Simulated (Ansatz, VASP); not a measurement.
# One calculation of EuMo, two programs

```xyz
2
Lattice="0.0000 2.9066 2.9066 2.9066 0.0000 2.9066 2.9066 2.9066 0.0000" Properties=species:S:1:pos:R:3 pbc="T T T"
Eu    0.0000    0.0000    0.0000
Mo    4.3598    4.3598    4.3598
```

Change from the starting cell: species swapped into the HgSe type (F-43m, No. 216).

Alike in both runs: task single point; functional PBE; k mesh 6 × 6 × 6; occupations gaussian, width 0.1 eV; collinear spin.

|  | VASP | Ansatz |
| --- | --- | --- |
| version | VASP 6.6.1 | Ansatz 0.2.0 |
| potentials or method | VASP PAW PBE potentials, release 64 (Eu, Mo_sv), cutoff 520 eV | scalar-relativistic, plane waves, PAW |
| valence electrons in the cell | 31 | 31 |

Ansatz gave:

```
gap on the k mesh at the Fermi level (eV)                     : none
pressure (GPa)                                                : 5.9
net moment per atom (μB)                                      : 2.03
size of the moment on the site where the two differ most (μB) : 1.59
```

Estimate VASP's values.

gap on the k mesh at the Fermi level (eV): none; pressure (GPa): 6.6; net moment per atom (μB): 2.04; size of the moment on the site where the two differ most (μB): 1.97.

Site moments also hang on the region over which each program counts them. A gap of «none» marks a metal or a gap that the smearing closes. With one functional, cell and mesh, what is left measures potentials, basis and numerics.

Spin-orbit coupling is off throughout.
